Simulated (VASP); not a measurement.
## MgO: single point with PBE

MgO:

```
CELL_PARAMETERS angstrom
0.00000 2.13515 2.13515
2.13515 0.00000 2.13515
2.13515 2.13515 0.00000
ATOMIC_POSITIONS crystal
Mg 0.00000 0.00000 0.00000
O 0.51756 0.51756 0.48244
```

This cell differs from its parent crystal: all O atoms moved +0.075 Å, as atom 2 along Cartesian [0 0 1].

```yaml
Program: VASP 6.6.1
Task: single point
Functional: PBE
Potentials_or_basis: VASP PAW PBE potentials, release 64 (Mg, O)
Cutoff: 520 eV
k_mesh: 10 × 10 × 10
Occupations: gaussian, width 0.05 eV
Spin: no spin polarisation
Dipole_correction: no
Further_INCAR_settings: ALGO = Normal; EDIFF = 1e-06; NBANDS = 11
```

```yaml
Pressure: -2.0 GPa
Largest_force: 0.353 eV/Å
Band_gap_on_the_k_mesh: 4.33 eV, direct
```

Forces in eV/Å, atoms in the order of the input:
```
Mg   0.000  0.000  0.353
O    0.000  0.000 -0.353
```

Stress tensor (GPa, compression positive):
```
-2.55  0.00  0.00
 0.00 -2.55  0.00
 0.00  0.00 -0.81
```

Levels at points of the mesh, in eV from the valence-band top:
```
           k point  band 2  band 3  band 4  band 5  band 6  band 7
(0.00, 0.00, 0.00)   -0.01    0.00    0.00    4.33   15.58   15.59
(0.50, 0.00, 0.00)   -4.43   -0.61   -0.60    7.64   12.12   15.89
(0.50, 0.50, 0.00)   -3.91   -1.29   -1.29    9.07    9.49   12.68
(0.00, 0.50, 0.50)   -3.91   -1.29   -1.29    9.09    9.50   12.67
```

Run time: 13 s on 1 thread of Intel(R) Xeon(R) 6975P-C (Granite Rapids), with other jobs on the host, peak memory 0.15 GiB.

Caveat: the cell differs from its parent crystal (all O atoms moved +0.075 Å, as atom 2 along Cartesian [0 0 1]).
